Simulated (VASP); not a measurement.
# Cl (Cmce) in VASP: settings compared, part 2 of 2

VASP 6.6.1.

## (3) Single point, r2SCAN

Input file POSCAR:

```
Cl
1.0
    3.2922195250     -2.0343234529      0.0000000000
    3.2922195250      2.0343234529      0.0000000000
    0.0000000000      0.0000000000      8.0987698865
Cl
4
Direct
    0.8756465304      0.1243534696      0.1088043941
    0.6243534696      0.3756465304      0.6088043941
    0.1243534696      0.8756465304      0.8911956059
    0.3756465304      0.6243534696      0.3911956059
```

Input file INCAR.step1:

```
SYSTEM = Cl
PREC = Accurate ; ENCUT = 520
ISMEAR = 0 ; SIGMA = 0.02
LREAL = .False. ; LASPH = .True.
NELM = 80 ; NBANDS = 22
GGA = PE ; ALGO = Normal
EDIFF = 1E-4 ; LWAVE = .True.
LCHARG = .False.
```

Input file INCAR.step2:

```
SYSTEM = Cl
PREC = Accurate ; ENCUT = 520
EDIFF = 1E-6 ; ISMEAR = 0
SIGMA = 0.02 ; LREAL = .False.
LASPH = .True. ; NELM = 80
ALGO = Normal ; ISIF = 2
LWAVE = .False. ; LCHARG = .False.
METAGGA = R2SCAN ; LMIXTAU = .True.
NBANDS = 22 ; ISTART = 1
```

Input file KPOINTS:

```
regular mesh
0
Gamma
  8 8 4
  0 0 0
```

Potentials or basis: VASP PAW PBE potentials, release 64 (Cl).

The run is started by

```
$ cat potpaw_PBE.64/Cl/POTCAR > POTCAR
$ cp INCAR.step1 INCAR
$ mpirun -np 1 vasp_std > vasp.out
$ cp INCAR.step2 INCAR
$ mpirun -np 1 vasp_std > vasp.out
```

OUTCAR:

```text
SYSTEM = Cl
   PREC = Accurate
   ENCUT = 520
   EDIFF = 1E-6
   ISMEAR = 0
   LREAL = .False.
   LASPH = .True.
   NELM = 80
   ISIF = 2
   METAGGA = R2SCAN
   ISTART = 1

 ion  position               nearest neighbor table
   1  0.876  0.124  0.109-   3 2.03
   2  0.624  0.376  0.609-   4 2.03
   3  0.124  0.876  0.891-   1 2.03
   4  0.376  0.624  0.391-   2 2.03

  LATTYP: Found a base centered orthorhombic cell.
 ALAT       =     4.0686469058
 B/A-ratio  =     1.6183363173
 C/A-ratio  =     1.9905315143

  Lattice vectors:

 A1 = (  -3.2922195250,  -2.0343234529,   0.0000000000)
 A2 = (   3.2922195250,  -2.0343234529,   0.0000000000)
 A3 = (   0.0000000000,   0.0000000000,   8.0987698865)

Analysis of symmetry for initial positions (statically):
=====================================================================
 Subroutine PRICEL returns:
 Original cell was already a primitive cell.

 Routine SETGRP: Setting up the symmetry group for a
 base centered orthorhombic supercell.

 Subroutine GETGRP returns: Found  8 space group operations
 (whereof  4 operations were pure point group operations)
 out of a pool of  8 trial point group operations.

The static configuration has the point symmetry C_2h.
 The point group associated with its full space group is D_2h.

Analysis of symmetry for dynamics (positions and initial velocities):
=====================================================================
 Subroutine PRICEL returns:
 Original cell was already a primitive cell.

 Routine SETGRP: Setting up the symmetry group for a
 base centered orthorhombic supercell.

 Subroutine GETGRP returns: Found  8 space group operations
 (whereof  4 operations were pure point group operations)
 out of a pool of  8 trial point group operations.

The dynamic configuration has the point symmetry C_2h.
 The point group associated with its full space group is D_2h.

 Subroutine INISYM returns: Found  8 space group operations
[... 119 lines left out ...]
   IMIX   =      4    mixing-type and parameters
     AMIX     =   0.40;   BMIX     =  1.00
     AMIX_MAG =   1.60;   BMIX_MAG =  1.00
  volume/ion in A,a.u.               =      27.12       183.02
  Fermi-wavevector in a.u.,A,eV,Ry     =   1.042337  1.969732 14.782278  1.086467
  Thomas-Fermi vector in A             =   2.176998
   LORBIT       =      0    0 simple, 1 ext, 2 COOP (PROOUT), +10 PAW based schemes
   METAGGA = R2SCAN    functional components
   LHFCALC =     F    Hartree Fock is set to
   AEXX    =    0.0000 exact exchange contribution
   IVDW    =     0    specifies the selected vdW correction
   LEPSILON=     F    determine dielectric tensor
   LRPA    =     F    only Hartree local field effects (RPA)
 non-spin polarized calculation
 Gauss-broadening in eV      SIGMA  =   0.02
  energy-cutoff  :      520.00
  volume of cell :      108.48
 maximum number of plane-waves:      2960
 NGX is ok and might be reduce to    30
   NGX = 15   NGY = 15   NGZ = 31

 number of electron      28.0000006 magnetization

 Free energy of the ion-electron system (eV)
  ---------------------------------------------------
  ext. energy  EPLUGINS =         0.00000000
  ---------------------------------------------------
  free energy    TOTEN  =       -24.58047296 eV

  energy without entropy =      -24.58047296  energy(sigma->0) =      -24.58047296

 E-fermi :  -0.2611     XC(G=0):  -8.5079

 val. band max:       -0.4334452696   @ k =   0.0000   0.0000   0.0000
 cond. band min:       2.1464494258   @ k =   0.0000   0.0000   0.0000
 fundamental gap:      2.5798946955
 Fermi energy:        -0.2611255831

 k-point     1 :       0.0000    0.0000    0.0000
  band No.  band energies     occupation
      1     -17.8577      2.00000
      2     -17.4847      2.00000
      3     -14.0007      2.00000
      4     -13.0068      2.00000
      5      -6.2479      2.00000
      6      -4.8303      2.00000
[... 589 lines left out ...]
     21      10.6021      0.00000
     22      10.8254      0.00000

 [... further k-points ...]

------------------------ aborting loop because EDIFF is reached ----------------------------------------

  FORCE on cell =-STRESS in cart. coord.  units (eV):
  Direction    XX          YY          ZZ          XY          YZ          ZX
  --------------------------------------------------------------------------------------
  -------------------------------------------------------------------------------------
  Total       -0.0545889     -0.2457880     -0.9325574      0.0000000      0.0000000      0.0000000
  in kB       -0.8062268     -3.6300572    -13.7729921      0.0000000      0.0000000      0.0000000
  external PRESSURE =      -6.0697587 kB  Pullay stress =       0.0000000 kB

 VOLUME and BASIS-vectors are now :
 -----------------------------------------------------------------------------
  energy-cutoff  :      520.00
  volume of cell :      108.48
      direct lattice vectors                 reciprocal lattice vectors
     3.292219525 -2.034323453  0.000000000     0.151873226 -0.245781957  0.000000000
     3.292219525  2.034323453  0.000000000     0.151873226  0.245781957  0.000000000
     0.000000000  0.000000000  8.098769886     0.000000000  0.000000000  0.123475542

 POSITION                                       TOTAL-FORCE (eV/Angst)
 -----------------------------------------------------------------------------------
      3.29222     -1.52837      0.88118         0.000000     -0.203206     -0.400462
      3.29222     -0.50595      4.93057         0.000000      0.203206     -0.400462
      3.29222      1.52837      7.21759         0.000000      0.203206      0.400462
      3.29222      0.50595      3.16820         0.000000     -0.203206      0.400462
 -----------------------------------------------------------------------------------
    total drift:                               -0.000000      0.000000     -0.000000

  FREE ENERGIE OF THE ION-ELECTRON SYSTEM (eV)
  ---------------------------------------------------
  free  energy   TOTEN  =       -24.5804729562 eV

  energy  without entropy=      -24.5804729562  energy(sigma->0) =      -24.58047296
```

OSZICAR.step1:

```text
N       E                     dE             d eps       ncg     rms          rms(c)
DAV:   1     0.178837413467E+03    0.17884E+03   -0.12217E+04  2772   0.108E+03
DAV:   2     0.467562288310E+01   -0.17416E+03   -0.16821E+03  3906   0.204E+02
DAV:   3    -0.759501070503E+01   -0.12271E+02   -0.12215E+02  3550   0.611E+01
DAV:   4    -0.775211618805E+01   -0.15711E+00   -0.15704E+00  3652   0.830E+00
DAV:   5    -0.775469173277E+01   -0.25755E-02   -0.25755E-02  3652   0.104E+00    0.157E+01
DAV:   6    -0.741894038783E+01    0.33575E+00   -0.23084E-01  3438   0.272E+00    0.103E+01
DAV:   7    -0.731670691610E+01    0.10223E+00   -0.51840E-01  3432   0.394E+00    0.825E-01
DAV:   8    -0.730454839692E+01    0.12159E-01   -0.65777E-02  3216   0.154E+00    0.388E-01
DAV:   9    -0.730467680634E+01   -0.12841E-03   -0.17489E-03  3480   0.258E-01    0.897E-02
DAV:  10    -0.730476901505E+01   -0.92209E-04   -0.12646E-04  2454   0.766E-02
   1 F= -.73047690E+01 E0= -.73047690E+01  d E =-.664114E-25
```

It took 11 min on 1 thread of Intel Xeon 8259CL, shared host; peak memory 0.28 GiB.

Results:

```
Free energy            : -24.5805 eV
Pressure               : -0.6 GPa
Largest force          : 0.449 eV/Å
Band gap on the k mesh : 2.58 eV
```

Forces in eV/Å, atoms in the order of the input:
```
Cl   0.000 -0.203 -0.400
Cl   0.000  0.203 -0.400
Cl   0.000  0.203  0.400
Cl   0.000 -0.203  0.400
```

Caveat: the PAW data sets were made with another functional, which shifts forces and pressure a little. r2SCAN opens gaps a little over a GGA but as a rule still falls short of measured ones.

## (4) Single point, PBE+D3(BJ) (28.75 Å³/atom)

This run uses another cell than the first one, of 28.75 Å³/atom.

Input file INCAR:

```
SYSTEM = Cl
  PREC = Accurate
  ENCUT = 520
  EDIFF = 1E-6
  ISMEAR = 0
  SIGMA = 0.02
  LREAL = .False.
  LASPH = .True.
  NELM = 100
  ALGO = Normal
  ISIF = 2
  LWAVE = .False.
  LCHARG = .False.
  GGA = PE
  IVDW = 12
  NBANDS = 22
```

Input file KPOINTS:

```
Automatic mesh
0
Gamma
  8 8 4
  0 0 0
```

Input file POSCAR:

```
Cl
1.0
    3.4003338433     -2.0699206292      0.0000000000
    3.4003338433      2.0699206292      0.0000000000
    0.0000000000      0.0000000000      8.1688040677
Cl
4
Direct
    0.8787278472      0.1212721528      0.1080086182
    0.6212721528      0.3787278472      0.6080086182
    0.1212721528      0.8787278472      0.8919913818
    0.3787278472      0.6212721528      0.3919913818
```

The run is started by

```
$ cat potpaw_PBE.64/Cl/POTCAR > POTCAR
$ mpirun -np 1 vasp_std > vasp.out
```

It took 57 s on 1 thread of Intel Xeon 6975P-C (Granite Rapids), shared host; peak memory 0.27 GiB.

Results (log left out):

* Free energy: -7.9520 eV
* Pressure: -0.7 GPa
* Largest force: 0.171 eV/Å
* Band gap on the k mesh: 2.27 eV
* Dispersion energy per atom: -0.151 eV

Forces in eV/Å, atoms in the order of the input:
```
Cl   0.000 -0.081 -0.150
Cl   0.000  0.081 -0.150
Cl   0.000  0.081  0.150
Cl   0.000 -0.081  0.150
```

Stress tensor (GPa, compression positive):
```
-0.41  0.00  0.00
 0.00 -0.60  0.00
 0.00  0.00 -1.06
```

Levels at points of the mesh, in eV from the valence-band top:
| k point | band 11 | band 12 | band 13 | band 14 | band 15 | band 16 | band 17 | band 18 |
| --- | --- | --- | --- | --- | --- | --- | --- | --- |
| (0.00, 0.00, 0.00) | -0.92 | -0.32 | -0.23 | 0.00 | 2.27 | 3.09 | 6.69 | 7.17 |
| (0.50, 0.00, 0.00) | -0.77 | -0.77 | -0.33 | -0.33 | 2.94 | 2.94 | 8.04 | 8.04 |
| (0.50, 0.50, 0.00) | -1.26 | -1.06 | -0.35 | -0.12 | 2.34 | 2.95 | 8.47 | 8.58 |
| (0.00, 0.00, 0.50) | -0.75 | -0.75 | -0.11 | -0.11 | 2.61 | 2.61 | 7.18 | 7.18 |
| (0.50, 0.00, 0.50) | -0.53 | -0.53 | -0.10 | -0.10 | 2.67 | 2.67 | 8.30 | 8.30 |
| (0.50, 0.50, 0.50) | -0.82 | -0.82 | -0.65 | -0.65 | 2.59 | 2.59 | 9.08 | 9.08 |

A k mesh can miss the band edges.

## (5) Single point, PBE+D3(BJ)

This run uses another cell than the first one, of 29.05 Å³/atom.

Input file INCAR:

```
SYSTEM = Cl
ALGO     = Normal         ! electronic algorithm
EDIFF    = 1E-6           ! SCF threshold, eV
ENCUT    = 520            ! plane-wave cutoff, eV
GGA      = PE             ! functional
ISIF     = 2              ! what is computed and relaxed
ISMEAR   = 0              ! smearing method
IVDW     = 12             ! dispersion correction
LASPH    = .True.         ! aspherical terms in the spheres
LCHARG   = .False.        ! write CHGCAR
LREAL    = .False.        ! projectors in reciprocal space
LWAVE    = .False.        ! write WAVECAR
NBANDS   = 22             ! bands
NELM     = 100            ! most SCF steps
PREC     = Accurate       ! precision mode
SIGMA    = 0.02           ! smearing width, eV
```

Input file KPOINTS:

```
k-points
0
Gamma
  8 8 4
  0 0 0
```

Input file POSCAR:

```
Cl
1.0
    3.1450000000     -2.2500000000      0.0000000000
    3.1450000000      2.2500000000      0.0000000000
    0.0000000000      0.0000000000      8.2100000000
Cl
4
Direct
    0.8844405550      0.1155594450      0.1055191551
    0.6155594450      0.3844405550      0.6055191551
    0.1155594450      0.8844405550      0.8944808449
    0.3844405550      0.6155594450      0.3944808449
```

Potentials or basis: VASP PAW PBE potentials, release 64 (Cl).

The run is started by

```
$ cat potpaw_PBE.64/Cl/POTCAR > POTCAR
$ mpirun -np 1 vasp_std > vasp.out
```

OUTCAR:

```text
SYSTEM = Cl
   EDIFF = 1E-6
   ENCUT = 520
   GGA = PE
   ISIF = 2
   ISMEAR = 0
   IVDW = 12
   LASPH = .True.
   LREAL = .False.
   NELM = 100
   PREC = Accurate
 IVDW          = 12

 ion  position               nearest neighbor table
   1  0.884  0.116  0.106-   3 2.02
   2  0.616  0.384  0.606-   4 2.02
   3  0.116  0.884  0.894-   1 2.02
   4  0.384  0.616  0.394-   2 2.02

  LATTYP: Found a base centered orthorhombic cell.
 ALAT       =     4.5000000000
 B/A-ratio  =     1.3977777778
 C/A-ratio  =     1.8244444444

  Lattice vectors:

 A1 = (  -3.1450000000,  -2.2500000000,   0.0000000000)
 A2 = (   3.1450000000,  -2.2500000000,   0.0000000000)
 A3 = (   0.0000000000,   0.0000000000,   8.2100000000)

Analysis of symmetry for initial positions (statically):
=====================================================================
 Subroutine PRICEL returns:
 Original cell was already a primitive cell.

 Routine SETGRP: Setting up the symmetry group for a
 base centered orthorhombic supercell.

 Subroutine GETGRP returns: Found  8 space group operations
[... 170 lines left out ...]
  energy without entropy =       -7.32609345  energy(sigma->0) =       -7.32609345

 E-fermi :  -0.4994     XC(G=0):  -7.7331

 val. band max:       -0.6317207804   @ k =   0.0000   0.0000   0.0000
 cond. band min:       1.8237358873   @ k =   0.0000   0.0000   0.0000
 fundamental gap:      2.4554566678
 Fermi energy:        -0.4993736973

 k-point     1 :       0.0000    0.0000    0.0000
  band No.  band energies     occupation
      1     -17.1805      2.00000
      2     -16.9476      2.00000
      3     -13.3188      2.00000
      4     -12.6866      2.00000
      5      -5.9887      2.00000
      6      -5.0203      2.00000
[... 589 lines left out ...]
     21       9.6865      0.00000
     22      10.0562      0.00000

 [... further k-points ...]

------------------------ aborting loop because EDIFF is reached ----------------------------------------

 Edisp (eV)   -0.60230

 E8    (eV) :    -0.2016

  FORCE on cell =-STRESS in cart. coord.  units (eV):
  Direction    XX          YY          ZZ          XY          YZ          ZX
  --------------------------------------------------------------------------------------
  -------------------------------------------------------------------------------------
  Total       0.02106    -0.72225    -1.03408     0.00000     0.00000     0.00000
  in kB       0.29036    -9.95911   -14.25896     0.00000     0.00000     0.00000
  external pressure =       -7.98 kB  Pullay stress =        0.00 kB

 VOLUME and BASIS-vectors are now :
 -----------------------------------------------------------------------------
  energy-cutoff  :      520.00
  volume of cell :      116.19
      direct lattice vectors                 reciprocal lattice vectors
     3.145000000 -2.250000000  0.000000000     0.158982512 -0.222222222  0.000000000
     3.145000000  2.250000000  0.000000000     0.158982512  0.222222222  0.000000000
     0.000000000  0.000000000  8.210000000     0.000000000  0.000000000  0.121802680

 POSITION                                       TOTAL-FORCE (eV/Angst)
 -----------------------------------------------------------------------------------
      3.14500     -1.72998      0.86631         0.000000     -0.090350     -0.155610
      3.14500     -0.52002      4.97131         0.000000      0.090350     -0.155610
      3.14500      1.72998      7.34369         0.000000      0.090350      0.155610
      3.14500      0.52002      3.23869         0.000000     -0.090350      0.155610
 -----------------------------------------------------------------------------------
    total drift:                                0.000000     -0.000000      0.000000

  FREE ENERGIE OF THE ION-ELECTRON SYSTEM (eV)
  ---------------------------------------------------
  free  energy   TOTEN  =        -7.9283954953 eV

  energy  without entropy=       -7.9283954953  energy(sigma->0) =       -7.92839550
```

OSZICAR:

```text
N       E                     dE             d eps       ncg     rms          rms(c)
DAV:   1     0.181930457286E+03    0.18193E+03   -0.12128E+04  2772   0.108E+03
DAV:   2     0.545590037763E+01   -0.17647E+03   -0.17086E+03  3926   0.202E+02
DAV:   3    -0.763782763882E+01   -0.13094E+02   -0.13038E+02  3596   0.624E+01
DAV:   4    -0.780183691916E+01   -0.16401E+00   -0.16394E+00  3662   0.837E+00
DAV:   5    -0.780458558741E+01   -0.27487E-02   -0.27485E-02  3624   0.108E+00    0.154E+01
DAV:   6    -0.744898066941E+01    0.35560E+00   -0.23895E-01  3456   0.276E+00    0.101E+01
DAV:   7    -0.733787453636E+01    0.11111E+00   -0.53462E-01  3462   0.401E+00    0.832E-01
DAV:   8    -0.732580572959E+01    0.12069E-01   -0.66117E-02  3204   0.153E+00    0.390E-01
DAV:   9    -0.732596182172E+01   -0.15609E-03   -0.17240E-03  3468   0.253E-01    0.808E-02
DAV:  10    -0.732608881427E+01   -0.12699E-03   -0.16219E-04  3670   0.807E-02    0.546E-02
DAV:  11    -0.732609300712E+01   -0.41929E-05   -0.44516E-05  3492   0.383E-02    0.148E-02
DAV:  12    -0.732609344553E+01   -0.43841E-06   -0.43161E-06  3372   0.134E-02
   1 F= -.79283955E+01 E0= -.79283955E+01  d E =-.427582E-23
```

stdout:

```text
POSCAR found type information on POSCAR Cl
 POSCAR found :  1 types and       4 ions
 scaLAPACK will be used
 LDA part: xc-table for (Slater+PW92), standard interpolation
 POSCAR, INCAR and KPOINTS ok, starting setup
 FFT: planning ... GRIDC
 FFT: planning ... GRID_SOFT
 FFT: planning ... GRID
 WAVECAR not read
 entering main loop
```

Run time: 59 s. Hardware: 1 thread of Intel Xeon 6975P-C (Granite Rapids), shared host; peak memory 0.28 GiB.

What came out:

```yaml
Free_energy: -7.9284 eV
Pressure: -0.8 GPa
Largest_force: 0.180 eV/Å
Band_gap_on_the_k_mesh: 2.46 eV
Dispersion_energy_per_atom: -0.151 eV
```

Forces on the atoms (eV/Å):
```
Cl   0.000 -0.090 -0.156
Cl   0.000  0.090 -0.156
Cl   0.000  0.090  0.156
Cl   0.000 -0.090  0.156
```

Stress tensor (GPa, compression positive):
```
 0.03  0.00  0.00
 0.00 -1.00  0.00
 0.00  0.00 -1.43
```

Levels at points of the mesh, in eV from the valence-band top:
```csv
k point,band 12,band 13,band 14,band 15,band 16,band 17
"(0.00, 0.00, 0.00)",-0.19,-0.09,0.00,2.46,3.13,6.89
"(0.50, 0.00, 0.00)",-0.61,-0.14,-0.14,2.93,2.93,8.34
"(0.50, 0.50, 0.00)",-0.94,-0.20,-0.02,2.56,2.86,8.41
"(0.00, 0.00, 0.50)",-0.54,-0.04,-0.04,2.71,2.71,7.40
"(0.50, 0.00, 0.50)",-0.45,-0.02,-0.02,2.80,2.80,8.57
"(0.50, 0.50, 0.50)",-0.64,-0.53,-0.53,2.65,2.65,8.92
```

A k mesh can miss the band edges.

## (6) The runs side by side

```csv
level,potentials or basis,cell,gap on the mesh (eV),pressure (GPa),largest force (eV/Å)
LDA,"VASP PAW LDA potentials, release 64 (Cl)","a = 3.870, b = 3.870, c = 8.099 Å, angles 90.0, 90.0, 63.4°, 4 atoms, atomic positions A",2.07,-2.6,0.23
r2SCAN,"VASP PAW PBE potentials, release 64 (Cl)","a = 3.870, b = 3.870, c = 8.099 Å, angles 90.0, 90.0, 63.4°, 4 atoms, atomic positions A",2.58,-0.6,0.45
PBE+D3(BJ),"VASP PAW PBE potentials, release 64 (Cl)","a = 3.981, b = 3.981, c = 8.169 Å, angles 90.0, 90.0, 62.7°, 4 atoms, atomic positions B",2.27,-0.7,0.17
PBE+D3(BJ),"VASP PAW PBE potentials, release 64 (Cl)","a = 3.867, b = 3.867, c = 8.210 Å, angles 90.0, 90.0, 71.2°, 4 atoms, atomic positions C",2.46,-0.8,0.18
```

Alike in all rows: task single point; no spin polarisation; k mesh 8 × 8 × 4; cutoff (eV) 520; smearing gaussian 0.02 eV.

Caveats: the PAW data sets were made with another functional, which shifts forces and pressure a little (at least some runs).

Absolute energies hang on the potentials; compare differences alone.
